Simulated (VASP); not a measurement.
# BiTe (Fm-3m) in VASP: further runs, part 2 of 2

VASP 6.6.1. The steps go on from the part before.

### 3 Relaxation of cell and atoms, RPBE+D3(BJ)

The input, INCAR:

```
PREC     = Accurate       # precision mode
ENCUT    = 600            # plane-wave cutoff, eV
EDIFF    = 1E-6           # SCF threshold, eV
ISMEAR   = -1             # smearing method
SIGMA    = 0.05           # smearing width, eV
LREAL    = False          # projectors in reciprocal space
LASPH    = True           # aspherical terms in the spheres
NELM     = 100            # most SCF steps
ALGO     = Normal         # electronic algorithm
ISIF     = 3              # what is computed and relaxed
LWAVE    = False          # write WAVECAR
LCHARG   = False          # write CHGCAR
GGA      = RP             # functional
IVDW     = 12             # dispersion correction
IBRION   = 2              # ionic algorithm
NSW      = 60             # ionic steps
EDIFFG   = -0.01          # ionic threshold
```

The input, KPOINTS:

```
Automatic mesh
0
Gamma
  7 7 7
```

The input, POSCAR:

```
BiTe
1.0
    0.0000000000      3.2350000000      3.2350000000
    3.2350000000      0.0000000000      3.2350000000
    3.2350000000      3.2350000000      0.0000000000
Bi Te
1 1
Direct
    0.0000000000      0.0000000000      0.0000000000
    0.5000000000      0.5000000000      0.5000000000
```

Potentials or basis: VASP PAW PBE potentials, release 64 (Bi_d, Te).

On the command line:

```bash
$ cat potpaw_PBE.64/Bi_d/POTCAR potpaw_PBE.64/Te/POTCAR > POTCAR
$ mpirun -np 1 vasp_std > vasp.out
```

Run time: 2.3 min. Hardware: 1 thread of Intel Xeon 6975P-C, shared host; peak memory 0.27 GiB.

The run converged. Its results:

```yaml
Free_energy: -11.2262 eV
Relaxed_volume: 26.41 Å³/atom
Relaxed_cell: a = 4.211 Å, b = 4.211 Å, c = 4.211 Å, α = 60.00°, β = 60.00°, γ = 60.00°
Space_group_after_relaxing_to_0.05_Å: Fm-3m (No. 225)
Energy_gained_by_relaxing: 384.2 meV/atom
Ionic_steps: 7
Pressure_after_relaxing: 0.0 GPa
Dispersion_energy_per_atom: -2.923 eV
```

The path:
```tsv
step	energy change (eV)	largest force (eV/Å)	pressure (GPa)	volume (Å³)
1	0.0000	0.0000	-13.06	67.71
2	-0.1641	0.0000	26.22	44.10
3	-0.7673	0.0000	-0.74	53.25
4	-0.7683	0.0000	-0.18	52.92
5	-0.7682	0.0000	0.31	52.65
6	-0.7682	0.0000	-0.34	53.01
7	-0.7684	0.0000	0.02	52.81
```

Final structure:
```
Bi Te
1.0
     0.00000    2.97789    2.97789
     2.97789    0.00000    2.97789
     2.97789    2.97789    0.00000
Bi Te
1 1
Direct
  0.00000 0.00000 0.00000
  0.50000 0.50000 0.50000
```

Levels at points of the mesh, in eV from the Fermi level:
| k point | band 7 | band 8 | band 9 | band 10 | band 11 | band 12 | band 13 | band 14 |
| --- | --- | --- | --- | --- | --- | --- | --- | --- |
| (0.00, 0.00, 0.00) | -7.09 | -3.42 | -3.42 | -3.42 | 2.55 | 2.55 | 2.55 | 4.09 |

Caveat: the volume moved by over 15 % at a fixed basis, so the end points are rough; the PAW data sets were made with another functional, which shifts forces and pressure a little; spin-orbit coupling is left out, which moves the levels of the heavy elements; the volume moved by -22 % from the deposited cell, more than functionals usually miss; pairwise dispersion overbinds metals, which lowers pressure and volume.

### 4 Relaxation of cell and atoms, RPBE+D4

The input, INCAR:

```
SYSTEM = BiTe
ALGO = Normal
EDIFF = 1E-6
EDIFFG = -0.01
ENCUT = 600
GGA = RP
IBRION = 2
ISIF = 3
ISMEAR = -1
IVDW = 13
LASPH = .TRUE.
LCHARG = .FALSE.
LREAL = .FALSE.
LWAVE = .FALSE.
NELM = 100
NSW = 60
PREC = Accurate
SIGMA = 0.05
```

The input, KPOINTS:

```
k-points
0
G
  7 7 7
  0 0 0
```

POSCAR is that of step 3.

Potentials or basis: VASP PAW PBE potentials, release 64 (Bi_d, Te).

On the command line:

```bash
$ cat potpaw_PBE.64/Bi_d/POTCAR potpaw_PBE.64/Te/POTCAR > POTCAR
$ mpirun -np 1 vasp_std > vasp.out
```

OUTCAR:

```text
SYSTEM = BiTe
   EDIFF = 1E-6
   EDIFFG = -0.01
   ENCUT = 600
   GGA = RP
   IBRION = 2
   ISIF = 3
   ISMEAR = -1
   IVDW = 13
   LASPH = .TRUE.
   LREAL = .FALSE.
   NELM = 100
   NSW = 60
   PREC = Accurate

 ion  position               nearest neighbor table
   1  0.000  0.000  0.000-   2 3.23   2 3.23   2 3.23   2 3.23   2 3.23   2 3.23
   2  0.500  0.500  0.500-   1 3.23   1 3.23   1 3.23   1 3.23   1 3.23   1 3.23

  LATTYP: Found a face centered cubic cell.
 ALAT       =     6.4700000000

  Lattice vectors:

 A1 = (   0.0000000000,   3.2350000000,   3.2350000000)
 A2 = (   3.2350000000,   0.0000000000,   3.2350000000)
 A3 = (   3.2350000000,   3.2350000000,   0.0000000000)

Analysis of symmetry for initial positions (statically):
=====================================================================
 Subroutine PRICEL returns:
 Original cell was already a primitive cell.

 Routine SETGRP: Setting up the symmetry group for a
 face centered cubic supercell.

[... 166 lines left out ...]
  DFT-D4 for vdW energy calculation

  Edisp (eV):   -1.76373
[... 71 lines left out ...]
--------------------------------------- Ionic step        3  -------------------------------------------

 number of electron      21.0000000 magnetization

 Free energy of the ion-electron system (eV)
  ---------------------------------------------------
  ext. energy  EPLUGINS =         0.00000000
  ---------------------------------------------------
  free energy    TOTEN  =        -6.34729717 eV

  energy without entropy =       -6.32627376  energy(sigma->0) =       -6.33678547

 E-fermi :   7.3607     XC(G=0):  -9.5250

 val. band max:        7.3378377877   @ k =   0.2857   0.1429   0.0000
 cond. band min:       7.3701218744   @ k =   0.1429   0.1429   0.0000
 fundamental gap:      0.0322840867
 Fermi energy:         7.3606868295

 k-point     1 :       0.0000    0.0000    0.0000
  band No.  band energies     occupation
      1     -15.9414      2.00000
      2     -15.9414      2.00000
      3     -15.9395      2.00000
      4     -15.9395      2.00000
      5     -15.9395      2.00000
      6      -6.5211      2.00000
      7      -0.6354      2.00000
      8       4.6266      2.00000
      9       4.6266      2.00000
     10       4.6266      2.00000
     11       9.5576      0.00000
     12       9.5576      0.00000
     13       9.5576      0.00000
     14      11.9000      0.00000
[... 354 lines left out ...]
  FREE ENERGIE OF THE ION-ELECTRON SYSTEM (eV)
  ---------------------------------------------------
  free  energy   TOTEN  =        -8.1911063076 eV

  energy  without entropy=       -8.1700829005  energy(sigma->0) =       -8.18059460

 reached required accuracy - stopping structural energy minimisation
```

Run time: 57 s. Hardware: 1 thread of Intel Xeon 6975P-C, shared host; peak memory 0.25 GiB.

What came out:

```
Free energy                            : -8.1911 eV
Relaxed volume                         : 32.43 Å³/atom
Relaxed cell                           : a = 4.510 Å, b = 4.510 Å, c = 4.510 Å, α = 60.00°, β = 60.00°, γ = 60.00°
Space group after relaxing (to 0.05 Å) : Fm-3m (No. 225)
Energy gained by relaxing              : 9.9 meV/atom
Ionic steps                            : 3
Pressure after relaxing                : 0.0 GPa
Dispersion energy per atom             : -0.922 eV
```

The path:
| step | energy change (eV) | largest force (eV/Å) | pressure (GPa) | volume (Å³) |
| --- | --- | --- | --- | --- |
| 1 | 0.0000 | 0.0000 | -2.13 | 67.71 |
| 2 | -0.0140 | 0.0000 | 1.29 | 63.40 |
| 3 | -0.0197 | 0.0000 | 0.00 | 64.85 |

Final structure:
```
Bi Te
1.0
     0.00000    3.18884    3.18884
     3.18884    0.00000    3.18884
     3.18884    3.18884    0.00000
Bi Te
1 1
Direct
  0.00000 0.00000 0.00000
  0.50000 0.50000 0.50000
```

Caveat: the PAW data sets were made with another functional, which shifts forces and pressure a little; spin-orbit coupling is left out, which moves the levels of the heavy elements; pairwise dispersion overbinds metals, which lowers pressure and volume.

### 5 Overview

```csv
level,gap on the mesh (eV),pressure (GPa),relaxed volume (Å³/atom)
PBEsol+D4,none,0.0,32.02
RPBE+D3(BJ),none,0.0,26.41
RPBE+D4,none,0.0,32.43
```

Alike in all rows: task relaxation of cell and atoms; potentials or basis VASP PAW PBE potentials, release 64 (Bi_d, Te); no spin polarisation; cell relaxed; k mesh 7 × 7 × 7; cutoff (eV) 600; smearing fermi-dirac 0.05 eV.

Caveats: the PAW data sets were made with another functional, which shifts forces and pressure a little; spin-orbit coupling is left out, which moves the levels of the heavy elements; pairwise dispersion overbinds metals, which lowers pressure and volume; the volume moved by over 15 % at a fixed basis, so the end points are rough (some runs); the volume moved by -22 % from the deposited cell, more than functionals usually miss (some runs).

Total energies depend on the potentials used, so only differences within one code and one set of settings carry meaning.
